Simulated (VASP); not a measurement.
# Si4Mo2C in VASP: a series of runs

Si4Mo2C is run at these levels: PBE; tasks: single point, relaxation of the atoms.

Everything below comes from runs of VASP 6.6.1. Logs are shortened: lines on timing, memory, paths and dates and some standing lists are left out, and cuts for length are marked.

## (1) The cell of the first run

The cell holds a slab with vacuum, 7 atoms: a = 3.217 Å, b = 3.217 Å, c = 21.879 Å, α = 90.00°, β = 90.00°, γ = 90.00°.

## (2) Single point, PBE

File INCAR:

```
SYSTEM = Si4Mo2C
PREC = Accurate
ENCUT = 520
EDIFF = 1E-6
ISMEAR = 0
SIGMA = 0.1
LREAL = .False.
LASPH = .True.
NELM = 60
ALGO = Normal
ISIF = 2
LWAVE = .False.
LCHARG = .False.
LDIPOL = .True.
IDIPOL = 3
DIPOL = 0.5 0.5 0.361
GGA = PE
NBANDS = 33
```

File KPOINTS:

```
regular mesh
0
Gamma
  8 8 1
  0 0 0
```

File POSCAR:

```
Si4Mo2C
1.0
    3.2169717285      0.0000000000      0.0000000000
    0.0000000000      3.2169717285      0.0000000000
    0.0000000000      0.0000000000     21.8787970046
Si Mo C
4 2 1
Direct
    0.0000000000      0.0000000000      0.1828254085
    0.0000000000      0.0000000000      0.3015081460
    0.5000000000      0.5000000000      0.3593659936
    0.5000000000      0.5000000000      0.4743769505
    0.5000000000      0.5000000000      0.2421667772
    0.0000000000      0.0000000000      0.4192862006
    0.5000000000      0.7500000000      0.5483271494
```

Potentials or basis: VASP PAW PBE potentials, release 64 (Si, Mo_sv, C).

Command:

```bash
> cat potpaw_PBE.64/Si/POTCAR potpaw_PBE.64/Mo_sv/POTCAR potpaw_PBE.64/C/POTCAR > POTCAR
> mpirun -np 1 vasp_std > vasp.out
```

OUTCAR:

```text
SYSTEM = Si4Mo2C
   PREC = Accurate
   ENCUT = 520
   EDIFF = 1E-6
   ISMEAR = 0
   LREAL = .False.
   LASPH = .True.
   NELM = 60
   ISIF = 2
   GGA = PE

 ion  position               nearest neighbor table
   1  0.000  0.000  0.183-   2 2.60   5 2.62   5 2.62   5 2.62   5 2.62
   2  0.000  0.000  0.302-   6 2.58   1 2.60   3 2.60   3 2.60   3 2.60   3 2.60   5 2.62   5 2.62
                             5 2.62   5 2.62
   3  0.500  0.500  0.359-   4 2.52   5 2.56   2 2.60   2 2.60   2 2.60   2 2.60   6 2.63   6 2.63
                             6 2.63   6 2.63
   4  0.500  0.500  0.474-   7 1.81   3 2.52   6 2.57   6 2.57   6 2.57   6 2.57
   5  0.500  0.500  0.242-   3 2.56   1 2.62   1 2.62   1 2.62   1 2.62   2 2.62   2 2.62   2 2.62
                             2 2.62
   6  0.000  0.000  0.419-   4 2.57   4 2.57   4 2.57   4 2.57   2 2.58   3 2.63   3 2.63   3 2.63
                             3 2.63
   7  0.500  0.750  0.548-   4 1.81

  LATTYP: Found a simple tetragonal cell.
 ALAT       =     3.2169717285
 C/A-ratio  =     6.8010535532

  Lattice vectors:

 A1 = (   3.2169717285,   0.0000000000,   0.0000000000)
 A2 = (   0.0000000000,   3.2169717285,   0.0000000000)
 A3 = (   0.0000000000,   0.0000000000,  21.8787970046)

Analysis of symmetry for initial positions (statically):
=====================================================================
 Subroutine PRICEL returns:
 Original cell was already a primitive cell.

 Routine SETGRP: Setting up the symmetry group for a
 simple tetragonal supercell.

 Subroutine GETGRP returns: Found  2 space group operations
 (whereof  2 operations were pure point group operations)
 out of a pool of 16 trial point group operations.

The static configuration has the point symmetry C_1h.

Analysis of symmetry for dynamics (positions and initial velocities):
=====================================================================
 Subroutine PRICEL returns:
 Original cell was already a primitive cell.

 Routine SETGRP: Setting up the symmetry group for a
 simple tetragonal supercell.

 Subroutine GETGRP returns: Found  2 space group operations
 (whereof  2 operations were pure point group operations)
 out of a pool of 16 trial point group operations.

The dynamic configuration has the point symmetry C_1h.

 Subroutine INISYM returns: Found  2 space group operations
 (whereof  2 operations are pure point group operations),
 and found     1 'primitive' translations

----------------------------------------------------------------------------------------
[... 115 lines left out ...]
   EMIN   =  10.00;   EMAX   =-10.00  energy-range for DOS
   EFERMI =   0.00;   METHOD = LEGACY
   ISMEAR =     0;   SIGMA  =   0.10  broadening in eV -4-tet -1-fermi 0-gaus
   EFERMI_NEDOS =   21; number of points for ismear=-14 and -15
   IALGO  =     38    algorithm
   IMIX   =      4    mixing-type and parameters
     AMIX     =   0.40;   BMIX     =  1.00
     AMIX_MAG =   1.60;   BMIX_MAG =  1.00
  volume/ion in A,a.u.               =      32.35       218.28
  Fermi-wavevector in a.u.,A,eV,Ry     =   0.976149  1.844653 12.964530  0.952866
  Thomas-Fermi vector in A             =   2.106744
   LORBIT       =      0    0 simple, 1 ext, 2 COOP (PROOUT), +10 PAW based schemes
   GGA     = PE    functional components
   LHFCALC =     F    Hartree Fock is set to
   AEXX    =    0.0000 exact exchange contribution
   IVDW    =     0    specifies the selected vdW correction
   LEPSILON=     F    determine dielectric tensor
   LRPA    =     F    only Hartree local field effects (RPA)
 non-spin polarized calculation
 Gauss-broadening in eV      SIGMA  =   0.10
  energy-cutoff  :      520.00
  volume of cell :      226.42
 maximum number of plane-waves:      6156
   NGX = 11   NGY = 11   NGZ = 81

 dipolmoment           0.000000      0.000000     -0.019453 electrons x Angstroem

 number of electron      48.0000006 magnetization

 dipolmoment           0.000000      0.000000      0.148409 electrons x Angstroem

 Free energy of the ion-electron system (eV)
  ---------------------------------------------------
  ext. energy  EPLUGINS =         0.00000000
  ---------------------------------------------------
  free energy    TOTEN  =       -48.45611844 eV

  energy without entropy =      -48.44092516  energy(sigma->0) =      -48.44852180

 E-fermi :   0.9237     XC(G=0):  -5.8639

 val. band max:        0.9056111218   @ k =  -0.1250   0.5000   0.0000
 cond. band min:       1.0119330492   @ k =  -0.3750   0.5000   0.0000
 fundamental gap:      0.1063219274
 Fermi energy:         0.9237018439

 k-point     1 :       0.0000    0.0000    0.0000
  band No.  band energies     occupation
      1     -59.5701      2.00000
      2     -59.5438      2.00000
      3     -33.7074      2.00000
      4     -33.6917      2.00000
      5     -33.6794      2.00000
      6     -33.6388      2.00000
[... 853 lines left out ...]
     32       4.7817      0.00000
     33       5.1650      0.00000

 [... further k-points ...]

------------------------ aborting loop because EDIFF is reached ----------------------------------------

 vacuum level on the upper side and lower side of the slab       (xc-potential included)         1.252        -1.278

  FORCE on cell =-STRESS in cart. coord.  units (eV):
  Direction    XX          YY          ZZ          XY          YZ          ZX
  --------------------------------------------------------------------------------------
  -------------------------------------------------------------------------------------
  Total       -1.6373722     -0.7099357     -0.1569600      0.0000000      1.7055486      0.0000000
  in kB      -11.5861747     -5.0235610     -1.1106612      0.0000000     12.0685958      0.0000000
  external PRESSURE =      -5.9067990 kB  Pullay stress =       0.0000000 kB

 VOLUME and BASIS-vectors are now :
 -----------------------------------------------------------------------------
  energy-cutoff  :      520.00
  volume of cell :      226.42
      direct lattice vectors                 reciprocal lattice vectors
     3.216971728  0.000000000  0.000000000     0.310851349  0.000000000  0.000000000
     0.000000000  3.216971728  0.000000000     0.000000000  0.310851349  0.000000000
     0.000000000  0.000000000 21.878797005     0.000000000  0.000000000  0.045706352

 POSITION                                       TOTAL-FORCE (eV/Angst)
 -----------------------------------------------------------------------------------
      0.00000      0.00000      4.00000         0.000000     -0.013847      0.574768
      0.00000      0.00000      6.59664         0.000000      0.024391     -0.401600
      1.60849      1.60849      7.86250         0.000000     -0.061475     -0.143959
      1.60849      1.60849     10.37880         0.000000     -1.015306      0.371021
      1.60849      1.60849      5.29832         0.000000      0.026280     -0.288576
      0.00000      0.00000      9.17348         0.000000     -0.002046     -0.127549
      1.60849      2.41273     11.99674         0.000000      1.042002      0.015894
 -----------------------------------------------------------------------------------
    total drift:                                0.000000     -0.000064      0.000265

  FREE ENERGIE OF THE ION-ELECTRON SYSTEM (eV)
  ---------------------------------------------------
  free  energy   TOTEN  =       -48.4561184413 eV

  energy  without entropy=      -48.4409251606  energy(sigma->0) =      -48.44852180

 vacuum level on the upper side and lower side of the slab         8.093         5.498
```

OSZICAR:

```text
N       E                     dE             d eps       ncg     rms          rms(c)
DAV:   1     0.327846895389E+03    0.32785E+03   -0.25247E+04  2026   0.123E+03
DAV:   2    -0.349760986118E+02   -0.36282E+03   -0.35192E+03  2101   0.303E+02
DAV:   3    -0.506629675713E+02   -0.15687E+02   -0.14843E+02  2089   0.557E+01
[... 24 lines left out ...]
DAV:  28    -0.484561112645E+02   -0.43705E-05   -0.18192E-07  1276   0.193E-03    0.176E-03
DAV:  29    -0.484561146973E+02   -0.34328E-05   -0.13004E-07  1169   0.140E-03    0.121E-03
DAV:  30    -0.484561165782E+02   -0.18809E-05   -0.12077E-07  1069   0.148E-03    0.468E-04
DAV:  31    -0.484561181531E+02   -0.15749E-05   -0.67557E-08  1138   0.980E-04    0.568E-04
DAV:  32    -0.484561184413E+02   -0.28818E-06   -0.19011E-08  1004   0.568E-04
   1 F= -.48456118E+02 E0= -.48448522E+02  d E =-.151933E-01
```

Run time: 9.3 min. Hardware: 1 thread of AMD EPYC 7R43 (Zen 3), shared host; peak memory 0.35 GiB.

What came out:

| Item | Value |
| --- | --- |
| Free energy | -48.4561 eV |
| Largest force | 1.081 eV/Å |
| Band gap on the k mesh | zero (bands 24 and 25 overlap by 0.76 eV) |

Forces on the atoms (eV/Å):
```
Si   0.000 -0.014  0.575
Si   0.000  0.024 -0.402
Si   0.000 -0.061 -0.144
Si   0.000 -1.015  0.371
Mo   0.000  0.026 -0.289
Mo   0.000 -0.002 -0.128
C    0.000  1.042  0.016
```

Levels at points of the mesh, in eV from the Fermi level:
| k point | band 20 | band 21 | band 22 | band 23 | band 24 | band 25 | band 26 | band 27 | band 28 | band 29 |
| --- | --- | --- | --- | --- | --- | --- | --- | --- | --- | --- |
| (0.00, 0.00, 0.00) | -0.74 | -0.70 | -0.13 | 0.50 | 0.62 | 0.73 | 0.85 | 1.07 | 1.61 | 1.88 |
| (0.50, 0.00, 0.00) | -2.16 | -1.71 | -0.62 | -0.19 | -0.15 | -0.13 | 1.05 | 1.29 | 2.45 | 2.50 |
| (0.00, 0.50, 0.00) | -2.16 | -1.71 | -1.14 | -0.24 | -0.16 | -0.14 | 1.44 | 1.57 | 2.43 | 2.62 |
| (0.50, 0.50, 0.00) | -1.98 | -1.77 | -1.54 | -1.48 | -0.42 | 0.29 | 0.95 | 1.59 | 2.47 | 2.55 |

## (3) Single point, PBE

File INCAR:

```
SYSTEM = Si4Mo2C
ALGO = Normal ; DIPOL = 0.5 0.5 0.355
EDIFF = 1E-6 ; ENCUT = 520
GGA = PE ; IDIPOL = 3
ISIF = 2 ; ISMEAR = 0
LASPH = .True. ; LCHARG = .True.
LDIPOL = .True. ; LELF = .True.
LREAL = .False. ; LVACPOTAV = .True.
LVHAR = .True. ; LWAVE = .False.
NBANDS = 33 ; NELM = 60
PREC = Accurate ; SIGMA = 0.1
```

File KPOINTS:

```
k-points
0
Gamma
  8 8 1
  0 0 0
```

Changes to POSCAR since step 2:

```diff
@@ -14,2 +14,2 @@
     0.0000000000      0.0000000000      0.4192862006
-    0.5000000000      0.7500000000      0.5483271494
+    0.7500000000      1.0000000000      0.5037492317
```

Potentials or basis: VASP PAW PBE potentials, release 64 (Si, Mo_sv, C).

Command:

```bash
> cat potpaw_PBE.64/Si/POTCAR potpaw_PBE.64/Mo_sv/POTCAR potpaw_PBE.64/C/POTCAR > POTCAR
> mpirun -np 1 vasp_std > vasp.out
```

It took 8 min on 1 thread of AMD EPYC 7R43 (Zen 3), shared host; peak memory 0.35 GiB.

The run converged. Its results:

```yaml
Free_energy: -50.6622 eV
Largest_force: 2.902 eV/Å
Band_gap_on_the_k_mesh: zero (bands 24 and 25 overlap by 0.37 eV)
```

Forces on the atoms (eV/Å):
```
Si   0.016  0.000  0.545
Si   0.025  0.000 -1.128
Si   0.016  0.000 -0.772
Si   0.680  0.000  2.821
Mo   0.058  0.000 -0.050
Mo   1.695  0.000 -1.445
C   -2.490  0.000  0.028
```

Levels at points of the mesh, in eV from the Fermi level:
```tsv
k point	band 20	band 21	band 22	band 23	band 24	band 25	band 26	band 27	band 28	band 29
(0.00, 0.00, 0.00)	-2.00	-1.34	-0.33	-0.04	0.05	0.31	0.61	0.98	1.97	2.32
(0.50, 0.00, 0.00)	-2.30	-1.88	-1.81	-0.32	-0.26	0.20	0.63	1.64	2.34	3.15
(0.00, 0.50, 0.00)	-2.04	-1.82	-1.61	-0.52	-0.30	-0.12	0.42	2.22	2.33	3.10
(0.50, 0.50, 0.00)	-3.00	-2.30	-1.78	-1.77	-1.13	0.75	1.80	2.22	2.42	3.00
```

## (4) Single point, PBE

File INCAR:

```
PREC = Accurate
ENCUT = 520
EDIFF = 1E-6
ISMEAR = 0
SIGMA = 0.1
LREAL = False
LASPH = True
NELM = 80
ALGO = Normal
ISIF = 2
LWAVE = False
LCHARG = True
LDIPOL = True
IDIPOL = 3
DIPOL = 0.5 0.5 0.362
GGA = PE
LELF = True
LVHAR = True
LVACPOTAV = True
NBANDS = 33
```

File KPOINTS:

```
Automatic mesh
0
Gamma
  8 8 1
```

Changes to POSCAR since step 3:

```diff
@@ -14,2 +14,2 @@
     0.0000000000      0.0000000000      0.4192862006
-    0.7500000000      1.0000000000      0.5037492317
+    0.5000000000      0.6250000000      0.5563358772
```

Command:

```bash
> cat potpaw_PBE.64/Si/POTCAR potpaw_PBE.64/Mo_sv/POTCAR potpaw_PBE.64/C/POTCAR > POTCAR
> mpirun -np 1 vasp_std > vasp.out
```

Run time: 7.2 min. Hardware: 1 thread of AMD EPYC 7R43 (Zen 3), shared host; peak memory 0.36 GiB.

Results (log left out):

```yaml
Free_energy: -48.2398 eV
Largest_force: 0.670 eV/Å
Band_gap_on_the_k_mesh: zero (bands 24 and 25 overlap by 0.86 eV)
```

Forces in eV/Å, atoms in the order of the input:
```
Si   0.000 -0.005  0.567
Si   0.000  0.018 -0.349
Si   0.000 -0.043 -0.095
Si   0.000 -0.311  0.594
Mo   0.000  0.021 -0.303
Mo   0.000  0.085 -0.431
C    0.000  0.235  0.018
```

Levels at points of the mesh, in eV from the Fermi level:
```
           k point  band 20  band 21  band 22  band 23  band 24  band 25  band 26  band 27  band 28  band 29
(0.00, 0.00, 0.00)    -0.62    -0.61    -0.21     0.59     0.73     0.74     0.79     1.11     1.77     1.84
(0.50, 0.00, 0.00)    -2.17    -1.71    -0.75    -0.18    -0.14    -0.13     0.79     1.48     2.44     2.54
(0.00, 0.50, 0.00)    -2.17    -1.71    -0.91    -0.17    -0.15    -0.13     0.94     1.50     2.44     2.56
(0.50, 0.50, 0.00)    -1.74    -1.62    -1.53    -1.42    -0.10     0.08     0.78     1.37     2.52     2.55
```

(Continued in part 2 of 2.)

The gap in the log of VASP goes by the Fermi energy; the results here count the filled bands.